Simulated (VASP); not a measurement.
**AlGa3N4: single point with PBEsol**

AlGa3N4:

```
CELL_PARAMETERS angstrom
0.00000 -4.46763 0.00000
0.00000 0.00000 -4.46763
8.93526 -1.86166 1.86166
ATOMIC_POSITIONS crystal
Al 0.66091 0.33909 0.81375
Al 0.86926 0.13074 0.31375
Ga 0.47344 0.02656 0.06375
Ga 0.26509 0.23491 0.56375
Ga 0.97344 0.52656 0.06375
Ga 0.76509 0.73491 0.56375
Ga 0.16091 0.83909 0.81375
Ga 0.36926 0.63074 0.31375
N 0.16527 0.83473 0.19127
N 0.95692 0.04308 0.69127
N 0.67533 0.32467 0.19127
N 0.46698 0.53302 0.69127
N 0.85484 0.63510 0.93623
N 0.06319 0.42675 0.43623
N 0.36490 0.14516 0.93623
N 0.57325 0.93681 0.43623
```

This cell differs from its parent crystal: the part above a cut slid along it.

```
Program                : VASP 6.6.1
Task                   : single point
Functional             : PBEsol
Potentials or basis    : VASP PAW PBE potentials, release 64 (Al, Ga_d, N)
Cutoff                 : 520 eV
k mesh                 : 6 × 6 × 3
Occupations            : gaussian, width 0.05 eV
Spin                   : no spin polarisation
Dipole correction      : no
Further INCAR settings : LREAL = Auto; ALGO = Normal; EDIFF = 1e-06; NBANDS = 76
```

- Pressure: 10.5 GPa
- Largest force: 12.222 eV/Å
- Band gap on the k mesh: 2.18 eV

Forces on the atoms (eV/Å):
```
Al  -0.100  0.270 -0.270
Al   0.086  0.065 -0.065
Ga   8.543 -5.663  5.972
Ga   0.023  0.009 -0.006
Ga   8.543 -5.972  5.663
Ga   0.023  0.006 -0.009
Ga  -0.161  0.275 -0.275
Ga   0.105  0.075 -0.075
N    0.182 -0.492  0.492
N   -0.030 -0.026  0.026
N    0.247 -0.619  0.619
N   -0.047  0.004 -0.004
N   -8.677  6.324 -5.839
N   -0.029 -0.058  0.037
N   -8.677  5.839 -6.324
N   -0.029 -0.037  0.058
```

Stress tensor (GPa, compression positive):
```
 18.95 -14.70  14.70
-14.70   6.31  -6.87
 14.70  -6.87   6.31
```

Levels at points of the mesh, in eV from the valence-band top:
| k point | band 59 | band 60 | band 61 | band 62 | band 63 | band 64 | band 65 | band 66 |
| --- | --- | --- | --- | --- | --- | --- | --- | --- |
| (0.00, 0.00, 0.00) | -1.04 | -0.10 | -0.04 | 0.00 | 2.18 | 3.38 | 4.05 | 4.46 |
| (0.50, 0.00, 0.00) | -1.20 | -1.11 | -0.81 | -0.68 | 4.90 | 5.03 | 5.74 | 5.92 |
| (0.50, 0.50, 0.00) | -0.84 | -0.73 | -0.41 | -0.15 | 4.69 | 5.08 | 5.32 | 5.68 |

It took 15 min on 1 thread of Intel(R) Xeon(R) Platinum 8375C CPU @ 2.90GHz (Ice Lake) (shared host), peak memory 0.46 GiB.

Caveat: the cell differs from its parent crystal (the part above a cut slid along it); the stress differs along the axes, from 6 to 19 GPa; the PAW data sets were made with another functional, which shifts forces and pressure a little.
